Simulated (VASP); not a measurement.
# Co: single point with PBE

Crystal: Co.

```
CELL_PARAMETERS angstrom
0.00000 2.60491 2.60491
2.60491 0.00000 2.60491
2.60491 2.60491 0.00000
ATOMIC_POSITIONS crystal
Co 0.12500 0.12500 0.12500
Co 0.87500 0.87500 0.87500
```

This isn't the form of Co at room conditions, which is hcp.

| Item | Value |
| --- | --- |
| Program | VASP 6.6.1 |
| Task | single point |
| Functional | PBE |
| Potentials or basis | VASP PAW PBE potentials, release 64 (Co) |
| Cutoff | 520 eV |
| k mesh | 12 × 12 × 12 |
| Occupations | fermi-dirac, width 0.05 eV |
| Spin | collinear spin, ferromagnetic start |
| Starting moments | [1.745, 1.745] μB |

```
Pressure                                              : -6.9 GPa
Net moment                                            : 3.51 μB per cell
Site moments                                          : Co +1.76 μB
Valence electrons inside the program's atomic spheres : Co 8.09
```

Levels at points of the mesh, in eV from the Fermi level:
Spin up:
| k point | band 7 | band 8 | band 9 | band 10 | band 11 | band 12 | band 13 | band 14 | band 15 | band 16 |
| --- | --- | --- | --- | --- | --- | --- | --- | --- | --- | --- |
| (0.00, 0.00, 0.00) | -1.62 | -1.62 | -1.62 | -0.81 | -0.81 | 11.40 | 11.40 | 11.40 | 11.88 | 11.88 |
| (0.50, 0.00, 0.00) | -1.41 | -1.41 | -1.23 | -0.84 | -0.84 | 0.46 | 8.31 | 8.31 | 11.79 | 12.21 |
| (0.50, 0.50, 0.00) | -1.97 | -1.97 | -0.70 | -0.70 | 1.01 | 1.01 | 4.40 | 4.40 | 9.06 | 9.06 |
Spin down:
```
           k point  band 3  band 4  band 5  band 6  band 7  band 8  band 9  band 10  band 11  band 12
(0.00, 0.00, 0.00)   -1.55   -1.55   -1.49   -1.49    0.03    0.03    0.03     1.31     1.31    11.84
(0.50, 0.00, 0.00)   -1.50   -1.50   -1.42   -1.42   -1.06    0.53    0.53     1.04     1.04     1.95
(0.50, 0.50, 0.00)   -1.43   -1.43   -1.36   -1.36   -0.04   -0.04    1.17     1.17     2.25     2.25
```

Run time: 100 s on 1 thread of Intel(R) Xeon(R) 6975P-C (Granite Rapids), with other jobs on the host, peak memory 0.21 GiB.

Caveat: the cell stands under tension.
